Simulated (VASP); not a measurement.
Here is a VASP 6.6.1 calculation.

Contents of INCAR:

```
ALGO = Normal
EDIFF = 1E-7
ENCUT = 520
GGA = PE
ISIF = 2
ISMEAR = 0
LASPH = T
LCHARG = T
LELF = T
LREAL = F
LVHAR = T
LWAVE = F
NBANDS = 12
NELM = 80
PREC = Accurate
SIGMA = 0.1
```

Contents of KPOINTS:

```
k-points
0
Gamma
  6 6 4
```

Contents of POSCAR:

```
Li
1.0
    4.5917284913      0.0000000000      0.0000000000
   -2.2958642457      3.9765535207      0.0000000000
    0.0000000000      0.0000000000      3.2894524700
Li
3
Direct
    0.3367009631      0.0000000000      0.3333333333
    0.0000000000      0.3367009631      0.6666666667
    0.6632990369      0.6632990369      0.0000000000
```

Potentials or basis: VASP PAW PBE potentials, release 64 (Li_sv).

The run is started by

```bash
$ cat potpaw_PBE.64/Li_sv/POTCAR > POTCAR
$ mpirun -np 1 vasp_std > vasp.out
```

**Question.** What does it give for the largest force?

**Answer.** 0.038 eV/Å.

Forces on the atoms (eV/Å):
```
Li  -0.038  0.000  0.000
Li   0.019 -0.033  0.000
Li   0.019  0.033  0.000
```

Caveat: the k points lie up to 0.48 Å⁻¹ apart.
